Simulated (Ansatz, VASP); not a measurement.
CdS in VASP and in Ansatz

```
Cd S
1.0
     0.00000    2.91000    2.91000
     2.91000    0.00000    2.91000
     2.91000    2.91000    0.00000
Cd S
1 1
Direct
  0.00000 0.00000 0.00000
  0.74089 0.75000 0.75000
```

Change from the starting cell: all S atoms moved +0.037 Å, as atom 2 towards its neighbour atom 2 (S) at 4.115 Å.

Alike in both runs: task single point; functional r2SCAN; k mesh 8 × 8 × 8; occupations gaussian, width 0.05 eV; no spin polarisation.

```csv
,VASP,Ansatz
version,VASP 6.6.1,Ansatz 0.2.0
potentials or method,"VASP PAW PBE potentials, release 64 (Cd, S), cutoff 520 eV","scalar-relativistic, plane waves, PAW"
valence electrons in the cell,18,26
```

|  | VASP | Ansatz | Ansatz less VASP |
| --- | --- | --- | --- |
| gap on the k mesh at the Fermi level (eV) | 1.60 | 1.60 | +0.002 |
| least direct gap on the mesh (eV) | 1.60 | 1.60 | +0.002 |
| pressure (GPa) | 2.3 | 2.0 | -0.36 |
| traceless stress, the component that is largest in VASP (GPa) | -0.66 | -0.64 | +0.020 |
| rms of the force components (eV/Å) | 0.118 | 0.116 | -0.0025 |

VASP's potentials were made for PBE, not for r2SCAN. Atom by atom the forces differ by 0.003 eV/Å (rms over components). VASP's potentials hold 18 valence electrons a cell and Ansatz's 26, so a difference there can come from the potentials and not from the codes.
